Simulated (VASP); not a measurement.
The system is SiP5.

```
Si P
1.0
     3.50000    0.00000    0.00000
    -1.75000    3.03109    0.00000
     0.00000    0.00000   10.35000
Si P
1 5
Cartesian
  0.0000 0.0000 2.3495
  0.0000 2.0207 4.5540
  1.7500 1.0104 5.7960
  1.7500 1.0104 1.0971
  0.0000 0.0000 8.0006
  0.0000 2.0207 9.2529
```

| Property | Result |
| --- | --- |
| Program | VASP 6.6.1 |
| Task | relaxation of cell and atoms |
| Functional | PBE |
| Potentials or basis | VASP PAW PBE potentials, release 64 (Si, P) |
| Cutoff | 600 eV |
| k mesh | 5 × 5 × 2 |
| Occupations | gaussian, width 0.2 eV |
| Spin | no spin polarisation |

At the start: pressure -6.9 GPa; volume 18.30 Å³/atom.

Question: How do energy, volume and symmetry change on relaxing?

Answer: Over 13 steps the energy falls by 80.2 meV/atom and the volume is 16.33 Å³/atom (-10.8 %); space group P3m1 (No. 156, to 0.05 Å).

The path:
| step | energy change (eV) | largest force (eV/Å) | pressure (GPa) | volume (Å³) |
| --- | --- | --- | --- | --- |
| 1 | 0.0000 | 1.6586 | -6.94 | 109.80 |
| 2 | -0.3044 | 0.9923 | 4.78 | 97.61 |
| 3 | -0.3752 | 0.4877 | 0.58 | 101.10 |
| 4 | -0.4375 | 0.3831 | -0.49 | 100.95 |
| 5 | -0.4493 | 0.4591 | -1.05 | 100.82 |
| 6 | -0.4716 | 0.2979 | -0.37 | 99.07 |
| 7 | -0.4777 | 0.1414 | 0.35 | 97.47 |
| 8 | -0.4778 | 0.1527 | 0.30 | 97.58 |
| 9 | -0.4793 | 0.1145 | -0.28 | 98.05 |
| 10 | -0.4794 | 0.0830 | -0.16 | 97.96 |
| 11 | -0.4802 | 0.0811 | 0.08 | 97.83 |
| 12 | -0.4803 | 0.0805 | 0.18 | 97.78 |
| 13 | -0.4811 | 0.0512 | 0.10 | 97.97 |

Final structure:
```xyz
6
Lattice="3.4644 0.0000 0.0000 -1.7322 3.0003 0.0000 0.0000 0.0000 9.4258" Properties=species:S:1:pos:R:3 pbc="T T T"
Si    3.4644    0.0000    2.1731
P     0.0000    2.0002    4.1112
P     1.7322    1.0001    5.2827
P     1.7322    1.0001    1.0723
P     0.0000    0.0000    7.2419
P     0.0000    2.0002    8.3963
```

Caveat: the k points lie up to 0.42 Å⁻¹ apart in the final cell; the relaxation stopped at a loose force limit of 0.08 eV/Å, so its end isn't a converged minimum.
